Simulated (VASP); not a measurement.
# Al2Cu (P4mm) in VASP: a series of runs

Runs on Al2Cu. Level: PBEsol. Tasks: single point.

Program: VASP 6.6.1. These are calculated values, not measurements. Logs are shortened: lines on timing, memory, paths and dates and some standing lists are left out, and cuts for length are marked.

### Step 1. The cell of the first run

It takes space group P4mm (No. 99, tetragonal). Conventional cell: a = 5.727 Å, b = 5.727 Å, c = 5.726 Å, α = 90.00°, β = 90.00°, γ = 90.00°. Al (site symmetry m) has 4 Cu at 2.38 to 2.48 Å and 6 Al at 2.86 Å within 3.1 Å. Al (site symmetry m) has 4 Cu at 2.48 to 2.59 Å and 6 Al at 2.86 Å within 3.3 Å. Cu (site symmetry 4mm) has 8 Al at 2.38 to 2.59 Å within 3.1 Å. Cu (site symmetry 2mm) has 8 Al at 2.48 Å within 3.3 Å. Cu (site symmetry 4mm) has 8 Al at 2.48 Å within 3.3 Å.

### Step 2. Single point, PBEsol (atom 9 (Cu) moved +0.180 Å along Cartesian [0 0 1])

INCAR

```
ALGO     = Fast           # electronic algorithm
EDIFF    = 1E-7           # SCF threshold, eV
ENCUT    = 520            # plane-wave cutoff, eV
GGA      = PS             # functional
ISIF     = 2              # what is computed and relaxed
ISMEAR   = 0              # smearing method
LASPH    = True           # aspherical terms in the spheres
LCHARG   = True           # write CHGCAR
LELF     = True           # ELF
LREAL    = False          # projectors in reciprocal space
LVHAR    = True         
LWAVE    = False          # write WAVECAR
NBANDS   = 46             # bands
NELM     = 60             # most SCF steps
PREC     = Accurate       # precision mode
SIGMA    = 0.15           # smearing width, eV
```

KPOINTS

```
k-points
0
Gamma
  8 8 8
```

POSCAR

```
Al2Cu
1.0
    0.0000000000      0.0000000000      5.7260273110
   -4.0492631027      4.0492631027      0.0000000000
   -4.0492631027     -4.0492631027      0.0000000000
Al Cu
8 4
Direct
    0.2500000000      0.7500000000      0.2500000000
    0.7500000000      0.2500000000      0.2500000000
    0.2500000000      0.2500000000      0.7500000000
    0.7500000000      0.7500000000      0.7500000000
    0.2500000000      0.2500000000      0.2500000000
    0.7500000000      0.7500000000      0.2500000000
    0.2500000000      0.7500000000      0.7500000000
    0.7500000000      0.2500000000      0.7500000000
    0.0314354072      0.5000000000      0.0000000000
    0.5000000000      0.0000000000      0.0000000000
    0.0000000000      0.0000000000      0.5000000000
    0.5000000000      0.5000000000      0.5000000000
```

Potentials or basis: VASP PAW PBE potentials, release 64 (Al, Cu).

The run is started by

```bash
cat potpaw_PBE.64/Al/POTCAR potpaw_PBE.64/Cu/POTCAR > POTCAR
mpirun -np 1 vasp_std > vasp.out
```

OUTCAR:

```text
EDIFF = 1E-7
   ENCUT = 520
   GGA = PS
   ISIF = 2
   ISMEAR = 0
   LASPH = True
   LREAL = False
   NELM = 60
   PREC = Accurate

 ion  position               nearest neighbor table
   1  0.250  0.750  0.250-   9 2.38  10 2.48  11 2.48  12 2.48   6 2.86   6 2.86   7 2.86   7 2.86
                             5 2.86   5 2.86
   2  0.750  0.250  0.250-  10 2.48  11 2.48  12 2.48   9 2.59   5 2.86   5 2.86   8 2.86   8 2.86
                             6 2.86   6 2.86
   3  0.250  0.250  0.750-   9 2.38  10 2.48  11 2.48  12 2.48   8 2.86   8 2.86   5 2.86   5 2.86
                             7 2.86   7 2.86
   4  0.750  0.750  0.750-  10 2.48  11 2.48  12 2.48   9 2.59   7 2.86   7 2.86   8 2.86   6 2.86
                             8 2.86   6 2.86
   5  0.250  0.250  0.250-   9 2.38  10 2.48  11 2.48  12 2.48   2 2.86   2 2.86   3 2.86   3 2.86
                             1 2.86   1 2.86
   6  0.750  0.750  0.250-  10 2.48  11 2.48  12 2.48   9 2.59   1 2.86   1 2.86   4 2.86   4 2.86
                             2 2.86   2 2.86
   7  0.250  0.750  0.750-   9 2.38  10 2.48  11 2.48  12 2.48   4 2.86   4 2.86   1 2.86   1 2.86
                             3 2.86   3 2.86
   8  0.750  0.250  0.750-  10 2.48  11 2.48  12 2.48   9 2.59   3 2.86   3 2.86   4 2.86   2 2.86
                             4 2.86   2 2.86
   9  0.031  0.500  0.000-   1 2.38   3 2.38   5 2.38   7 2.38   2 2.59   6 2.59   4 2.59   8 2.59

  10  0.500  0.000  0.000-   1 2.48   2 2.48   3 2.48   4 2.48   5 2.48   6 2.48   7 2.48   8 2.48

  11  0.000  0.000  0.500-   1 2.48   2 2.48   3 2.48   4 2.48   5 2.48   6 2.48   7 2.48   8 2.48

  12  0.500  0.500  0.500-   1 2.48   2 2.48   3 2.48   4 2.48   5 2.48   6 2.48   7 2.48   8 2.48

  LATTYP: Found a simple tetragonal cell.
 ALAT       =     5.7265227975
 C/A-ratio  =     0.9999134752

  Lattice vectors:

 A1 = (  -4.0492631027,   4.0492631027,   0.0000000000)
 A2 = (  -4.0492631027,  -4.0492631027,   0.0000000000)
 A3 = (   0.0000000000,   0.0000000000,   5.7260273110)

Analysis of symmetry for initial positions (statically):
=====================================================================
 Subroutine PRICEL returns:
 Original cell was already a primitive cell.

 Routine SETGRP: Setting up the symmetry group for a
 simple tetragonal supercell.

 Subroutine GETGRP returns: Found  8 space group operations
 (whereof  4 operations were pure point group operations)
[... 150 lines left out ...]
   NUPDOWN=      -1.0000    fix difference up-down
   EMIN   =  10.00;   EMAX   =-10.00  energy-range for DOS
   EFERMI =   0.00;   METHOD = LEGACY
   ISMEAR =     0;   SIGMA  =   0.15  broadening in eV -4-tet -1-fermi 0-gaus
   EFERMI_NEDOS =   21; number of points for ismear=-14 and -15
   IALGO  =     68    algorithm
   IMIX   =      4    mixing-type and parameters
     AMIX     =   0.40;   BMIX     =  1.00
     AMIX_MAG =   1.60;   BMIX_MAG =  1.00
  volume/ion in A,a.u.               =      15.65       105.60
  Fermi-wavevector in a.u.,A,eV,Ry     =   1.166897  2.205116 18.526366  1.361650
  Thomas-Fermi vector in A             =   2.303405
   LORBIT       =      0    0 simple, 1 ext, 2 COOP (PROOUT), +10 PAW based schemes
   GGA     = PS    functional components
   LHFCALC =     F    Hartree Fock is set to
   AEXX    =    0.0000 exact exchange contribution
   IVDW    =     0    specifies the selected vdW correction
   LEPSILON=     F    determine dielectric tensor
   LRPA    =     F    only Hartree local field effects (RPA)
 non-spin polarized calculation
 RMM-DIIS sequential band-by-band and
 Gauss-broadening in eV      SIGMA  =   0.15
  energy-cutoff  :      520.00
  volume of cell :      187.77
 maximum number of plane-waves:      5078
 NGX is ok and might be reduce to    48
   NGX = 21   NGY = 21   NGZ = 21

 number of electron      67.9999960 magnetization

 Free energy of the ion-electron system (eV)
  ---------------------------------------------------
  ext. energy  EPLUGINS =         0.00000000
  ---------------------------------------------------
  free energy    TOTEN  =       -51.95495200 eV

  energy without entropy =      -51.93006438  energy(sigma->0) =      -51.94250819

 E-fermi :   7.1065     XC(G=0): -10.6343

 val. band max:        7.0831351348   @ k =   0.1250   0.5000   0.0000
 cond. band min:       7.1127391215   @ k =   0.5000   0.1250   0.0000
 fundamental gap:      0.0296039867
 Fermi energy:         7.1064564841

 k-point     1 :       0.0000    0.0000    0.0000
  band No.  band energies     occupation
      1      -3.2037      2.00000
      2       0.8947      2.00000
      3       0.9213      2.00000
      4       0.9213      2.00000
      5       1.1880      2.00000
      6       1.1954      2.00000
[... 1165 lines left out ...]
     45      12.1201      0.00000
     46      12.1387      0.00000

 [... further k-points ...]

------------------------ aborting loop because EDIFF is reached ----------------------------------------

  FORCE on cell =-STRESS in cart. coord.  units (eV):
  Direction    XX          YY          ZZ          XY          YZ          ZX
  --------------------------------------------------------------------------------------
  -------------------------------------------------------------------------------------
  Total        0.8121826      0.8121826      0.4123797     -0.0000000      0.0000000      0.0000000
  in kB        6.9299305      6.9299305      3.5186208     -0.0000000      0.0000000      0.0000000
  external PRESSURE =       5.7928273 kB  Pullay stress =       0.0000000 kB

 VOLUME and BASIS-vectors are now :
 -----------------------------------------------------------------------------
  energy-cutoff  :      520.00
  volume of cell :      187.77
      direct lattice vectors                 reciprocal lattice vectors
     0.000000000  0.000000000  5.726027311     0.000000000  0.000000000  0.174641151
    -4.049263103  4.049263103  0.000000000    -0.123479257  0.123479257  0.000000000
    -4.049263103 -4.049263103  0.000000000    -0.123479257 -0.123479257  0.000000000

 POSITION                                       TOTAL-FORCE (eV/Angst)
 -----------------------------------------------------------------------------------
     -4.04926      2.02463      1.43151        -0.280452      0.000000      0.192726
     -2.02463      0.00000      4.29452         0.000000      0.149674      0.146644
     -4.04926     -2.02463      1.43151         0.280452      0.000000      0.192726
     -6.07389      0.00000      4.29452         0.000000     -0.149674      0.146644
     -2.02463      0.00000      1.43151         0.000000     -0.280452      0.192726
     -4.04926      2.02463      4.29452         0.149674      0.000000      0.146644
     -6.07389      0.00000      1.43151         0.000000      0.280452      0.192726
     -4.04926     -2.02463      4.29452        -0.149674      0.000000      0.146644
     -2.02463      2.02463      0.18000         0.000000      0.000000     -1.564756
      0.00000      0.00000      2.86301         0.000000      0.000000      0.111996
     -2.02463     -2.02463      0.00000         0.000000      0.000000     -0.016714
     -4.04926      0.00000      2.86301         0.000000      0.000000      0.111996
 -----------------------------------------------------------------------------------
    total drift:                               -0.000000     -0.000000     -0.000074

  FREE ENERGIE OF THE ION-ELECTRON SYSTEM (eV)
  ---------------------------------------------------
  free  energy   TOTEN  =       -51.9549520010 eV

  energy  without entropy=      -51.9300643762  energy(sigma->0) =      -51.94250819
```

OSZICAR:

```text
N       E                     dE             d eps       ncg     rms          rms(c)
DAV:   1     0.464334364074E+03    0.46433E+03   -0.26653E+04  6900   0.164E+03
DAV:   2    -0.166753775340E+02   -0.48101E+03   -0.46271E+03  6900   0.351E+02
DAV:   3    -0.604836544341E+02   -0.43808E+02   -0.40904E+02  8302   0.136E+02
DAV:   4    -0.624166826997E+02   -0.19330E+01   -0.19128E+01 10920   0.304E+01
[... 14 lines left out ...]
RMM:  19    -0.519549559932E+02   -0.16624E-05   -0.43471E-06  8843   0.101E-02    0.107E-02
RMM:  20    -0.519549526263E+02    0.33668E-05   -0.77982E-06  9290   0.134E-02    0.733E-03
RMM:  21    -0.519549522124E+02    0.41397E-06   -0.84285E-07  7514   0.632E-03    0.330E-03
RMM:  22    -0.519549520264E+02    0.18594E-06   -0.31937E-07  6047   0.406E-03    0.803E-04
RMM:  23    -0.519549520010E+02    0.25408E-07   -0.96045E-08  4714   0.315E-03
   1 F= -.51954952E+02 E0= -.51942508E+02  d E =-.248876E-01
```

Wall time 11 min (1 thread of Intel Xeon 6975P-C (Granite Rapids), shared host); peak memory 0.64 GiB.

What came out:

- Free energy: -51.9550 eV
- Pressure: 0.6 GPa
- Largest force: 1.565 eV/Å
- Band gap on the k mesh: zero (bands 34 and 35 overlap by 1.68 eV)

Forces on the atoms (eV/Å):
```
Al  -0.280  0.000  0.193
Al   0.000  0.150  0.147
Al   0.280  0.000  0.193
Al   0.000 -0.150  0.147
Al   0.000 -0.280  0.193
Al   0.150  0.000  0.147
Al   0.000  0.280  0.193
Al  -0.150  0.000  0.147
Cu   0.000  0.000 -1.565
Cu   0.000  0.000  0.112
Cu   0.000  0.000 -0.017
Cu   0.000  0.000  0.112
```

Caveat: the cell differs from its parent crystal (atom 9 (Cu) moved +0.180 Å along Cartesian [0 0 1]); the PAW data sets were made with another functional, which shifts forces and pressure a little.

(Part 1 of 2 ends here.)

The gap in the log of VASP goes by the Fermi energy; the results here count the filled bands.